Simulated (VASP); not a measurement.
# TiW3 (P-6m2) in VASP: notebook

TiW3 is run at these levels: PBE; tasks: single point.

All numbers are computed with VASP 6.6.1; they aren't measurements. Logs are shortened: lines on timing, memory, paths and dates and some standing lists are left out, and cuts for length are marked.

## 1. The cell of the first run

The structure is hexagonal, space group P-6m2 (No. 187). The conventional cell has a = 2.727 Å, b = 2.727 Å, c = 10.286 Å, α = 90.00°, β = 90.00°, γ = 120.00°. Within 3.6 Å of Ti (site symmetry -6m2) lie 6 Ti at 2.73 Å and 6 W at 3.02 Å. Within 3.6 Å of W (site symmetry 3m) lie 9 W at 2.73 to 3.02 Å and 3 Ti at 3.02 Å. W (site symmetry -6m2) has 12 W at 2.73 to 3.02 Å within 3.6 Å.

## 2. Single point, PBE, collinear spin, ferromagnetic start

File INCAR:

```
SYSTEM = TiW3
PREC = Accurate ; ENCUT = 520
EDIFF = 1E-6 ; ISMEAR = 0
SIGMA = 0.1 ; LREAL = .FALSE.
LASPH = .TRUE. ; NELM = 150
ALGO = Normal ; ISIF = 2
LWAVE = .FALSE. ; LCHARG = .FALSE.
ISPIN = 2 ; MAGMOM = 1 0 0 0
LORBIT = 11 ; LMAXMIX = 4
GGA = PE ; NBANDS = 39
```

File KPOINTS:

```
regular mesh
0
G
  6 6 2
  0 0 0
```

File POSCAR:

```
TiW3
1.0
    2.7271451800      0.0000000000      0.0000000000
   -1.3635725900      2.3617770100      0.0000000000
    0.0000000000      0.0000000000     10.2858698000
Ti W
1 3
Direct
    0.6666666700      0.3333333300      0.0000000000
    0.3333333300      0.6666666700      0.7500000000
    0.3333333300      0.6666666700      0.2500000000
    0.6666666700      0.3333333300      0.5000000000
```

Potentials or basis: VASP PAW PBE potentials, release 64 (Ti_sv, W_sv).

Command:

```console
cat potpaw_PBE.64/Ti_sv/POTCAR potpaw_PBE.64/W_sv/POTCAR > POTCAR
mpirun -np 1 vasp_std > vasp.out
```

OUTCAR:

```text
SYSTEM = TiW3
   PREC = Accurate
   ENCUT = 520
   EDIFF = 1E-6
   ISMEAR = 0
   LREAL = .FALSE.
   LASPH = .TRUE.
   NELM = 150
   ISIF = 2
   ISPIN = 2
   LORBIT = 11
   GGA = PE

 ion  position               nearest neighbor table
   1  0.667  0.333  0.000-   2 3.02   3 3.02   2 3.02   3 3.02   2 3.02   3 3.02
   2  0.333  0.667  0.750-   1 3.02   4 3.02   1 3.02   4 3.02   1 3.02   4 3.02
   3  0.333  0.667  0.250-   1 3.02   4 3.02   1 3.02   4 3.02   1 3.02   4 3.02
   4  0.667  0.333  0.500-   2 3.02   3 3.02   2 3.02   3 3.02   2 3.02   3 3.02

  LATTYP: Found a hexagonal cell.
 ALAT       =     2.7271451800
 C/A-ratio  =     3.7716619839

  Lattice vectors:

 A1 = (   2.7271451800,   0.0000000000,   0.0000000000)
 A2 = (  -1.3635725900,   2.3617770100,   0.0000000000)
 A3 = (   0.0000000000,   0.0000000000,  10.2858698000)

Analysis of symmetry for initial positions (statically):
=====================================================================
 Subroutine PRICEL returns:
 Original cell was already a primitive cell.

 Routine SETGRP: Setting up the symmetry group for a
 hexagonal supercell.

 Subroutine GETGRP returns: Found 12 space group operations
 (whereof 12 operations were pure point group operations)
 out of a pool of 24 trial point group operations.

The static configuration has the point symmetry D_3h.

Analysis of symmetry for dynamics (positions and initial velocities):
=====================================================================
 Subroutine PRICEL returns:
 Original cell was already a primitive cell.

 Routine SETGRP: Setting up the symmetry group for a
 hexagonal supercell.

 Subroutine GETGRP returns: Found 12 space group operations
 (whereof 12 operations were pure point group operations)
 out of a pool of 24 trial point group operations.

The dynamic configuration has the point symmetry D_3h.

Analysis of structural, dynamic, and magnetic symmetry:
=====================================================================
 Subroutine PRICEL returns:
 Original cell was already a primitive cell.

 Routine SETGRP: Setting up the symmetry group for a
 hexagonal supercell.

 Subroutine GETGRP returns: Found 12 space group operations
 (whereof 12 operations were pure point group operations)
 out of a pool of 24 trial point group operations.

The overall configuration has the point symmetry D_3h.

 Subroutine INISYM returns: Found 12 space group operations
 (whereof 12 operations are pure point group operations),
 and found     1 'primitive' translations

----------------------------------------------------------------------------------------

                                     Primitive cell

  volume of cell :      66.2503

  direct lattice vectors                    reciprocal lattice vectors
     2.727145180  0.000000000  0.000000000     0.366683815  0.211704999  0.000000000
    -1.363572590  2.361777010  0.000000000     0.000000000  0.423409998  0.000000000
     0.000000000  0.000000000 10.285869800     0.000000000  0.000000000  0.097220752

  length of vectors
     2.727145180  2.727145184 10.285869800     0.423409999  0.423409998  0.097220752

  position of ions in fractional coordinates (direct lattice)
     0.666666670  0.333333330  0.000000000
     0.333333330  0.666666670  0.750000000
     0.333333330  0.666666670  0.250000000
     0.666666670  0.333333330  0.500000000

  ion indices of the primitive-cell ions
   primitive index   ion index
                 1           1
                 2           2
                 3           3
                 4           4

----------------------------------------------------------------------------------------

 KPOINTS: regular mesh

Automatic generation of k-mesh.
 Grid dimensions read from file:
 generate k-points for:    6    6    2

 Generating k-lattice:

  Cartesian coordinates                     Fractional coordinates (reciprocal lattice)
     0.061113969  0.035284167  0.000000000     0.166666667  0.000000000  0.000000000
     0.000000000  0.070568333  0.000000000     0.000000000  0.166666667  0.000000000
     0.000000000  0.000000000  0.048610376     0.000000000  0.000000000  0.500000000

  Length of vectors
     0.070568333  0.070568333  0.048610376

  Shift w.r.t. Gamma in fractional coordinates (k-lattice)
     0.000000000  0.000000000  0.000000000

 Subroutine IBZKPT returns following result:
 ===========================================

 Found     14 irreducible k-points:

 Following reciprocal coordinates:
            Coordinates               Weight
  0.000000  0.000000  0.000000      1.000000
  0.166667 -0.000000  0.000000      6.000000
  0.333333 -0.000000  0.000000      6.000000
  0.500000 -0.000000  0.000000      3.000000
  0.166667  0.166667  0.000000      6.000000
  0.333333  0.166667  0.000000     12.000000
  0.333333  0.333333  0.000000      2.000000
  0.000000  0.000000  0.500000      1.000000
  0.166667 -0.000000  0.500000      6.000000
  0.333333 -0.000000  0.500000      6.000000
  0.500000 -0.000000  0.500000      3.000000
  0.166667  0.166667  0.500000      6.000000
  0.333333  0.166667  0.500000     12.000000
  0.333333  0.333333  0.500000      2.000000
   k-points           NKPTS =     14   k-points in BZ     NKDIM =     14   number of bands    NBANDS=     39
   number of dos      NEDOS =    301   number of ions     NIONS =      4
   total plane-waves  NPLWV =  32000
   dimension x,y,z NGX =    20 NGY =   20 NGZ =   80
   dimension x,y,z NGXF=    40 NGYF=   40 NGZF=  160
   ions per type =               1   3
   NGX,Y,Z   is equivalent  to a cutoff of  12.19, 12.19, 12.93 a.u.
   NGXF,Y,Z  is equivalent  to a cutoff of  24.38, 24.38, 25.86 a.u.
 SYSTEM =  TiW3
   PREC   = accura    normal or accurate (medium, high low for compatibility)
   ISTART =      0    job   : 0-new  1-cont  2-samecut
   ICHARG =      2    charge: 1-file 2-atom 10-const
   ISPIN  =      2    spin polarized calculation?
   LNONCOLLINEAR =      F non collinear calculations
   LSORBIT =      F    spin-orbit coupling
   LASPH  =      T    aspherical Exc in radial PAW
   ENCUT  =  520.0 eV  38.22 Ry    6.18 a.u.   5.07  5.07 19.12*2*pi/ulx,y,z
   NELM   =    150;   NELMIN=  2; NELMDL= -5     # of ELM steps
   EDIFF  = 0.1E-05   stopping-criterion for ELM
   LREAL  =      F    real-space projection
   EDIFFG = 0.1E-04   stopping-criterion for IOM
   NSW    =      0    number of steps for IOM
   IBRION =     -1    ionic relax: 0-MD 1-quasi-New 2-CG
   NFREE  =      0    steps in history (QN), initial steepest desc. (CG)
   ISIF   =      2    stress and relaxation
   ISYM   =      2    0-nonsym 1-usesym 2-fastsym
   POTIM  = 0.5000    time-step for ionic-motion
   TEBEG  =    0.0;   TEEND  =   0.0 temperature during run
   PSTRESS=    0.0 pullay stress
   NELECT =      54.0000    total number of electrons
   NUPDOWN=      -1.0000    fix difference up-down
   EMIN   =  10.00;   EMAX   =-10.00  energy-range for DOS
   EFERMI =   0.00;   METHOD = LEGACY
   ISMEAR =     0;   SIGMA  =   0.10  broadening in eV -4-tet -1-fermi 0-gaus
   EFERMI_NEDOS =   21; number of points for ismear=-14 and -15
   IALGO  =     38    algorithm
   IMIX   =      4    mixing-type and parameters
     AMIX     =   0.40;   BMIX     =  1.00
     AMIX_MAG =   1.60;   BMIX_MAG =  1.00
  volume/ion in A,a.u.               =      16.56       111.77
  Fermi-wavevector in a.u.,A,eV,Ry     =   1.529244  2.889852 31.818397  2.338586
  Thomas-Fermi vector in A             =   2.636891
   LORBIT       =     11    0 simple, 1 ext, 2 COOP (PROOUT), +10 PAW based schemes
   GGA     = PE    functional components
   LHFCALC =     F    Hartree Fock is set to
   AEXX    =    0.0000 exact exchange contribution
   IVDW    =     0    specifies the selected vdW correction
   LEPSILON=     F    determine dielectric tensor
   LRPA    =     F    only Hartree local field effects (RPA)
 spin polarized calculation
 Gauss-broadening in eV      SIGMA  =   0.10
  energy-cutoff  :      520.00
  volume of cell :       66.25
 maximum number of plane-waves:      1792
   NGX = 11   NGY = 11   NGZ = 39

 number of electron      54.0000006 magnetization       0.2224867

 Free energy of the ion-electron system (eV)
  ---------------------------------------------------
  ext. energy  EPLUGINS =         0.00000000
  ---------------------------------------------------
  free energy    TOTEN  =       -44.82697731 eV

  energy without entropy =      -44.79555493  energy(sigma->0) =      -44.81126612

 E-fermi :   9.9972     XC(G=0): -12.9516

 val. band max:        9.9870463828   @ k =   0.0000   0.0000   0.0000
 cond. band min:      10.0233587305   @ k =   0.5000  -0.0000   0.0000
 fundamental gap:      0.0363123477
 Fermi energy:         9.9972378729

 spin component 1

 k-point     1 :       0.0000    0.0000    0.0000
  band No.  band energies     occupation
      1     -63.8167      1.00000
      2     -63.7440      1.00000
      3     -63.7395      1.00000
      4     -46.5661      1.00000
      5     -28.3511      1.00000
      6     -28.0614      1.00000
[... 31 lines left out ...]
     38      13.6645      0.00000
     39      14.2156      0.00000
[... 544 lines left out ...]
     38      18.0670      0.00000
     39      18.0726      0.00000
 Fermi energy:         9.9972378729

 spin component 2

 k-point     1 :       0.0000    0.0000    0.0000
  band No.  band energies     occupation
      1     -63.8155      1.00000
      2     -63.7404      1.00000
      3     -63.7360      1.00000
      4     -46.4325      1.00000
      5     -28.3482      1.00000
      6     -28.0576      1.00000
[... 31 lines left out ...]
     38      13.6761      0.00000
     39      14.2265      0.00000
[... 544 lines left out ...]
     38      18.0758      0.00000
     39      18.0778      0.00000

------------------------ aborting loop because EDIFF is reached ----------------------------------------

  FORCE on cell =-STRESS in cart. coord.  units (eV):
  Direction    XX          YY          ZZ          XY          YZ          ZX
  --------------------------------------------------------------------------------------
  -------------------------------------------------------------------------------------
  Total        4.2983009      4.2983009     -4.5508639     -0.0000000      0.0000000      0.0000000
  in kB      103.9487384    103.9487388   -110.0566421     -0.0000000      0.0000000      0.0000000
  external PRESSURE =      32.6136117 kB  Pullay stress =       0.0000000 kB

 VOLUME and BASIS-vectors are now :
 -----------------------------------------------------------------------------
  energy-cutoff  :      520.00
  volume of cell :       66.25
      direct lattice vectors                 reciprocal lattice vectors
     2.727145180  0.000000000  0.000000000     0.366683815  0.211704999  0.000000000
    -1.363572590  2.361777010  0.000000000     0.000000000  0.423409998  0.000000000
     0.000000000  0.000000000 10.285869800     0.000000000  0.000000000  0.097220752

 POSITION                                       TOTAL-FORCE (eV/Angst)
 -----------------------------------------------------------------------------------
      1.36357      0.78726      0.00000        -0.000000      0.000000      0.000000
     -0.00000      1.57452      7.71440         0.000000     -0.000000     -0.382520
     -0.00000      1.57452      2.57147         0.000000     -0.000000      0.382520
      1.36357      0.78726      5.14293        -0.000000      0.000000      0.000000
 -----------------------------------------------------------------------------------
    total drift:                               -0.000012      0.000007      0.000000

  FREE ENERGIE OF THE ION-ELECTRON SYSTEM (eV)
  ---------------------------------------------------
  free  energy   TOTEN  =       -44.8269773107 eV

  energy  without entropy=      -44.7955549250  energy(sigma->0) =      -44.81126612

 total charge

# of ion       s       p       d       tot
------------------------------------------
    1        2.246   6.135   1.968  10.349
    2        2.420   6.299   3.336  12.054
    3        2.420   6.299   3.336  12.054
    4        2.406   6.311   3.336  12.053
--------------------------------------------------
tot          9.492  25.044  11.975  46.510

 magnetization (x)

# of ion       s       p       d       tot
------------------------------------------
    1        0.002   0.008   0.140   0.150
    2        0.000   0.002   0.007   0.009
    3        0.000   0.002   0.007   0.009
    4        0.000   0.000   0.002   0.003
--------------------------------------------------
tot          0.003   0.012   0.155   0.170
```

It took 1.8 min on 1 thread of Intel Xeon 6975P-C, shared host; peak memory 0.23 GiB.

What came out:

| Property | Result |
| --- | --- |
| Free energy | -44.8270 eV |
| Pressure | 3.3 GPa |
| Largest force | 0.383 eV/Å |
| Net moment | 0.22 μB per cell |
| Site moments | Ti +0.15; W +0.01, +0.00 μB |
| Valence electrons inside the program's atomic spheres | Ti 10.35; W 12.05 |

Forces on the atoms (eV/Å):
```
Ti   0.000  0.000  0.000
W    0.000  0.000 -0.383
W    0.000  0.000  0.383
W    0.000  0.000  0.000
```

Levels at points of the mesh, in eV from the Fermi level:
Spin up:
```tsv
k point	band 23	band 24	band 25	band 26	band 27	band 28	band 29	band 30	band 31	band 32
(0.00, 0.00, 0.00)	-0.73	-0.66	-0.35	-0.35	-0.21	-0.21	-0.02	-0.02	1.10	1.10
(0.50, 0.00, 0.00)	-2.15	-0.85	-0.51	-0.03	0.59	1.47	1.56	2.00	2.24	4.12
(0.00, 0.00, 0.50)	-1.48	-0.57	-0.36	-0.36	-0.18	-0.18	-0.03	-0.03	1.09	1.09
(0.50, 0.00, 0.50)	-2.04	-1.87	-0.16	0.41	0.76	1.31	1.42	1.48	3.32	3.52
```
Spin down:
```tsv
k point	band 23	band 24	band 25	band 26	band 27	band 28	band 29	band 30	band 31	band 32
(0.00, 0.00, 0.00)	-0.63	-0.60	-0.34	-0.34	-0.20	-0.20	-0.01	-0.01	1.28	1.28
(0.50, 0.00, 0.00)	-2.03	-0.81	-0.45	0.03	0.61	1.48	1.63	2.00	2.30	4.15
(0.00, 0.00, 0.50)	-1.45	-0.46	-0.36	-0.36	-0.17	-0.17	-0.02	-0.02	1.27	1.27
(0.50, 0.00, 0.50)	-1.91	-1.82	-0.15	0.51	0.77	1.35	1.48	1.50	3.38	3.52
```

Caveat: the k points lie up to 0.44 Å⁻¹ apart; spin-orbit coupling is left out, which moves the levels of the heavy elements.

(Continued in part 2 of 2.)
